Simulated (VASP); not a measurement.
A run of VASP 6.6.1 is set up as follows.

The input INCAR:

```
ALGO = Normal
EDIFF = 1E-7
ENCUT = 520
GGA = PE
ISIF = 2
ISMEAR = -1
LASPH = True
LCHARG = False
LREAL = False
LWAVE = False
NBANDS = 10
NELM = 80
PREC = Accurate
SIGMA = 0.1
```

Contents of KPOINTS:

```
k-points
0
Gamma
  23 23 23
```

File POSCAR:

```
Re
1.0
   -1.5566957522      1.5566957522      1.5566957522
    1.5566957522     -1.5566957522      1.5566957522
    1.5566957522      1.5566957522     -1.5566957522
Re
1
Direct
    0.0000000000      0.0000000000      0.0000000000
```

Potentials or basis: VASP PAW PBE potentials, release 64 (Re).

Launch:

```bash
$ cat potpaw_PBE.64/Re/POTCAR > POTCAR
$ mpirun -np 1 vasp_std > vasp.out
```

Q: Predict the pressure.

A: -0.3 GPa.
